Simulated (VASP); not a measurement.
ZnTe2O3, 6 atoms in the cell. It takes space group P6/mmm (No. 191, hexagonal). The conventional cell has a = 5.722 Å, b = 5.722 Å, c = 3.381 Å, α = 90.00°, β = 90.00°, γ = 120.00°. Within 4.3 Å of Zn (site symmetry 6/mmm) lie 6 Te at 3.30 Å and 12 O at 3.32 Å and 2 Zn at 3.38 Å. Within 3.1 Å of Te (site symmetry -6m2) lie 6 O at 2.36 Å. Within 3.1 Å of O (site symmetry mmm) lie 4 Te at 2.36 Å and 4 O at 2.86 Å. The cell was built from a structure type or drawn by symmetry, and may not be a known phase.

* Program: VASP 6.6.1
* Task: single point
* Functional: PBE
* Potentials or basis: VASP PAW PBE potentials, release 64 (Zn, Te, O)
* Cutoff: 520 eV
* k mesh: 3 × 3 × 6
* Occupations: gaussian, width 0.1 eV
* Spin: no spin polarisation
* Dipole correction: no
* Further INCAR settings: ALGO = Normal; EDIFF = 1e-07; NBANDS = 30

Potentials or basis: VASP PAW PBE potentials, release 64 (Zn, Te, O).

Command:

```console
$ cat potpaw_PBE.64/Zn/POTCAR potpaw_PBE.64/Te/POTCAR potpaw_PBE.64/O/POTCAR > POTCAR
$ mpirun -np 1 vasp_std > vasp.out
```

Hardware: 1 thread of Intel(R) Xeon(R) 6975P-C (Granite Rapids), on a shared host.

Problem. How long does it take, and how much memory?

Solution. Wall time 30 s on 1 thread of Intel(R) Xeon(R) 6975P-C (Granite Rapids) (shared host), peak memory 0.25 GiB. Counts: scf iterations 19, k points 12.
